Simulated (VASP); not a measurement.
# CdH2O2 (P-3m1) in VASP: a series of runs, part 2 of 2

VASP 6.6.1. The steps go on from the part before.

**3. Single point, r2SCAN**

Input file POSCAR:

```
CdH2O2
1.0
    3.5155260000      0.0000000000      0.0000000000
   -1.7577630000      3.0445350000      0.0000000000
    0.0000000000      0.0000000000      4.6429790000
Cd H O
1 2 2
Direct
    0.0000000000      0.0000000000      0.0000000000
    0.6666666667      0.3333333333      0.5509610000
    0.3333333333      0.6666666667      0.4490390000
    0.6666666667      0.3333333333      0.7593720000
    0.3333333333      0.6666666667      0.2406280000
```

Input file INCAR.step1:

```
PREC = Accurate
ENCUT = 660
ISMEAR = 0
SIGMA = 0.01
LREAL = False
LASPH = True
NELM = 120
NBANDS = 25
GGA = PE
ALGO = Normal
EDIFF = 1E-5
LWAVE = True
LCHARG = False
GGA_COMPAT = False
```

Input file INCAR.step2:

```
PREC = Accurate
ENCUT = 660
EDIFF = 1E-6
ISMEAR = 0
SIGMA = 0.01
LREAL = False
LASPH = True
NELM = 120
ALGO = Normal
ISIF = 2
LWAVE = False
LCHARG = False
METAGGA = R2SCAN
LMIXTAU = True
NBANDS = 25
ISTART = 1
GGA_COMPAT = False
```

Input file KPOINTS:

```
regular mesh
0
Gamma
  5 5 4
```

Potentials or basis: VASP PAW PBE potentials, release 64 (Cd_sv_GW, H, O).

On the command line:

```sh
$ cat potpaw_PBE.64/Cd_sv_GW/POTCAR potpaw_PBE.64/H/POTCAR potpaw_PBE.64/O/POTCAR > POTCAR
$ cp INCAR.step1 INCAR
$ mpirun -np 1 vasp_std > vasp.out
$ cp INCAR.step2 INCAR
$ mpirun -np 1 vasp_std > vasp.out
```

OUTCAR:

```text
PREC = Accurate
   ENCUT = 660
   EDIFF = 1E-6
   ISMEAR = 0
   LREAL = False
   LASPH = True
   NELM = 120
   ISIF = 2
   METAGGA = R2SCAN
   ISTART = 1

 ion  position               nearest neighbor table
   1  0.000  0.000  0.000-   4 2.32   5 2.32   4 2.32   5 2.32   4 2.32   5 2.32
   2  0.667  0.333  0.551-   4 0.97
   3  0.333  0.667  0.449-   5 0.97
   4  0.667  0.333  0.759-   2 0.97   1 2.32   1 2.32   1 2.32
   5  0.333  0.667  0.241-   3 0.97   1 2.32   1 2.32   1 2.32

  LATTYP: Found a hexagonal cell.
 ALAT       =     3.5155260000
 C/A-ratio  =     1.3207067733

  Lattice vectors:

 A1 = (   3.5155260000,   0.0000000000,   0.0000000000)
 A2 = (  -1.7577630000,   3.0445350000,   0.0000000000)
 A3 = (   0.0000000000,   0.0000000000,   4.6429790000)

Analysis of symmetry for initial positions (statically):
=====================================================================
 Subroutine PRICEL returns:
 Original cell was already a primitive cell.

 Routine SETGRP: Setting up the symmetry group for a
 hexagonal supercell.

 Subroutine GETGRP returns: Found 12 space group operations
 (whereof 12 operations were pure point group operations)
 out of a pool of 24 trial point group operations.

The static configuration has the point symmetry D_3d.

Analysis of symmetry for dynamics (positions and initial velocities):
=====================================================================
 Subroutine PRICEL returns:
 Original cell was already a primitive cell.

 Routine SETGRP: Setting up the symmetry group for a
 hexagonal supercell.

 Subroutine GETGRP returns: Found 12 space group operations
 (whereof 12 operations were pure point group operations)
 out of a pool of 24 trial point group operations.

The dynamic configuration has the point symmetry D_3d.

 Subroutine INISYM returns: Found 12 space group operations
 (whereof 12 operations are pure point group operations),
 and found     1 'primitive' translations

----------------------------------------------------------------------------------------

                                     Primitive cell

  volume of cell :      49.6945

  direct lattice vectors                    reciprocal lattice vectors
     3.515526000  0.000000000  0.000000000     0.284452455  0.164228692  0.000000000
    -1.757763000  3.044535000  0.000000000     0.000000000  0.328457383  0.000000000
     0.000000000  0.000000000  4.642979000     0.000000000  0.000000000  0.215378963

  length of vectors
     3.515526000  3.515526153  4.642979000     0.328457398  0.328457383  0.215378963

  position of ions in fractional coordinates (direct lattice)
     0.000000000  0.000000000  0.000000000
     0.666666667  0.333333333  0.550961000
     0.333333333  0.666666667  0.449039000
     0.666666667  0.333333333  0.759372000
     0.333333333  0.666666667  0.240628000

  ion indices of the primitive-cell ions
   primitive index   ion index
                 1           1
                 2           2
                 3           3
                 4           4
                 5           5

[... 21 lines left out ...]
 Subroutine IBZKPT returns following result:
 ===========================================

 Found     17 irreducible k-points:

 Following reciprocal coordinates:
            Coordinates               Weight
  0.000000  0.000000  0.000000      1.000000
  0.200000 -0.000000  0.000000      6.000000
  0.400000  0.000000  0.000000      6.000000
  0.200000  0.200000  0.000000      6.000000
  0.400000  0.200000  0.000000      6.000000
  0.000000  0.000000  0.250000      2.000000
[... 9 lines left out ...]
  0.200000  0.200000  0.500000      6.000000
  0.400000  0.200000  0.500000      6.000000
   k-points           NKPTS =     17   k-points in BZ     NKDIM =     17   number of bands    NBANDS=     25
   number of dos      NEDOS =    301   number of ions     NIONS =      5
   total plane-waves  NPLWV =  36000
   dimension x,y,z NGX =    30 NGY =   30 NGZ =   40
   dimension x,y,z NGXF=    60 NGYF=   60 NGZF=   80
   ions per type =               1   2   2
   NGX,Y,Z   is equivalent  to a cutoff of  14.19, 14.19, 14.32 a.u.
   NGXF,Y,Z  is equivalent  to a cutoff of  28.37, 28.37, 28.64 a.u.
 SYSTEM =  unknown system
   PREC   = accura    normal or accurate (medium, high low for compatibility)
   ISTART =      1    job   : 0-new  1-cont  2-samecut
   ICHARG =      0    charge: 1-file 2-atom 10-const
   ISPIN  =      1    spin polarized calculation?
   LNONCOLLINEAR =      F non collinear calculations
   LSORBIT =      F    spin-orbit coupling
   LASPH  =      T    aspherical Exc in radial PAW
   ENCUT  =  660.0 eV  48.51 Ry    6.96 a.u.   7.36  7.36  9.73*2*pi/ulx,y,z
   NELM   =    120;   NELMIN=  2; NELMDL=  0     # of ELM steps
   EDIFF  = 0.1E-05   stopping-criterion for ELM
   LREAL  =      F    real-space projection
   EDIFFG = 0.1E-04   stopping-criterion for IOM
   NSW    =      0    number of steps for IOM
   IBRION =     -1    ionic relax: 0-MD 1-quasi-New 2-CG
   NFREE  =      0    steps in history (QN), initial steepest desc. (CG)
   ISIF   =      2    stress and relaxation
   ISYM   =      2    0-nonsym 1-usesym 2-fastsym
   POTIM  = 0.5000    time-step for ionic-motion
   TEBEG  =    0.0;   TEEND  =   0.0 temperature during run
   PSTRESS=    0.0 pullay stress
   NELECT =      34.0000    total number of electrons
   NUPDOWN=      -1.0000    fix difference up-down
   EMIN   =  10.00;   EMAX   =-10.00  energy-range for DOS
   EFERMI =   0.00;   METHOD = LEGACY
   ISMEAR =     0;   SIGMA  =   0.01  broadening in eV -4-tet -1-fermi 0-gaus
   EFERMI_NEDOS =   21; number of points for ismear=-14 and -15
   IALGO  =     38    algorithm
   IMIX   =      4    mixing-type and parameters
     AMIX     =   0.40;   BMIX     =  1.00
     AMIX_MAG =   1.60;   BMIX_MAG =  1.00
  volume/ion in A,a.u.               =       9.94        67.07
  Fermi-wavevector in a.u.,A,eV,Ry     =   1.442553  2.726030 28.313171  2.080959
  Thomas-Fermi vector in A             =   2.561060
   LORBIT       =      0    0 simple, 1 ext, 2 COOP (PROOUT), +10 PAW based schemes
   METAGGA = R2SCAN    functional components
   LHFCALC =     F    Hartree Fock is set to
   AEXX    =    0.0000 exact exchange contribution
   IVDW    =     0    specifies the selected vdW correction
   LEPSILON=     F    determine dielectric tensor
   LRPA    =     F    only Hartree local field effects (RPA)
 non-spin polarized calculation
 Gauss-broadening in eV      SIGMA  =   0.01
  energy-cutoff  :      660.00
  volume of cell :       49.69
 maximum number of plane-waves:      1940
 NGX is ok and might be reduce to    30
   NGX = 15   NGY = 15   NGZ = 19

 number of electron      34.0000007 magnetization

 Free energy of the ion-electron system (eV)
  ---------------------------------------------------
  ext. energy  EPLUGINS =         0.00000000
  ---------------------------------------------------
  free energy    TOTEN  =       -44.80430292 eV

  energy without entropy =      -44.80430292  energy(sigma->0) =      -44.80430292

 E-fermi :   1.2535     XC(G=0): -10.6463

 val. band max:        1.0755078641   @ k =   0.4000   0.0000   0.0000
 cond. band min:       3.3764461264   @ k =   0.0000   0.0000   0.0000
 fundamental gap:      2.3009382623
 Fermi energy:         1.2534688773

 k-point     1 :       0.0000    0.0000    0.0000
  band No.  band energies     occupation
      1    -101.2644      2.00000
      2     -61.4899      2.00000
      3     -61.4376      2.00000
      4     -61.4376      2.00000
      5     -18.4060      2.00000
      6     -17.4344      2.00000
[... 465 lines left out ...]
     24      17.7271      0.00000
     25      18.0542      0.00000

------------------------ aborting loop because EDIFF is reached ----------------------------------------

  FORCE on cell =-STRESS in cart. coord.  units (eV):
  Direction    XX          YY          ZZ          XY          YZ          ZX
  --------------------------------------------------------------------------------------
  -------------------------------------------------------------------------------------
  Total       -0.2746460     -0.2746461     -0.2798969     -0.0000000      0.0000000      0.0000000
  in kB       -8.8547423     -8.8547433     -9.0240313     -0.0000000      0.0000000      0.0000000
  external PRESSURE =      -8.9111723 kB  Pullay stress =       0.0000000 kB

 VOLUME and BASIS-vectors are now :
 -----------------------------------------------------------------------------
  energy-cutoff  :      660.00
  volume of cell :       49.69
      direct lattice vectors                 reciprocal lattice vectors
     3.515526000  0.000000000  0.000000000     0.284452455  0.164228692  0.000000000
    -1.757763000  3.044535000  0.000000000     0.000000000  0.328457383  0.000000000
     0.000000000  0.000000000  4.642979000     0.000000000  0.000000000  0.215378963

 POSITION                                       TOTAL-FORCE (eV/Angst)
 -----------------------------------------------------------------------------------
      0.00000      0.00000      0.00000        -0.000000      0.000000     -0.000000
      1.75776      1.01484      2.55810        -0.000000      0.000000      0.002393
     -0.00000      2.02969      2.08488        -0.000000     -0.000000     -0.002393
      1.75776      1.01484      3.52575         0.000000      0.000000      0.100882
     -0.00000      2.02969      1.11723        -0.000000      0.000000     -0.100882
 -----------------------------------------------------------------------------------
    total drift:                                0.000000     -0.000000      0.000000

  FREE ENERGIE OF THE ION-ELECTRON SYSTEM (eV)
  ---------------------------------------------------
  free  energy   TOTEN  =       -44.8043029228 eV

  energy  without entropy=      -44.8043029228  energy(sigma->0) =      -44.80430292
```

It took 1.8 min on 1 thread of Intel Xeon Platinum 8488C (Sapphire Rapids), shared host; peak memory 0.21 GiB.

What came out:

```
Free energy            : -44.8043 eV
Pressure               : -0.9 GPa
Largest force          : 0.101 eV/Å
Band gap on the k mesh : 2.30 eV, indirect (least direct gap 2.62 eV)
```

Forces in eV/Å, atoms in the order of the input:
```
Cd   0.000  0.000  0.000
H    0.000  0.000  0.002
H    0.000  0.000 -0.002
O    0.000  0.000  0.101
O    0.000  0.000 -0.101
```

Caveat: the PAW data sets were made with another functional, which shifts forces and pressure a little. r2SCAN opens gaps a little over a GGA but as a rule still falls short of measured ones.
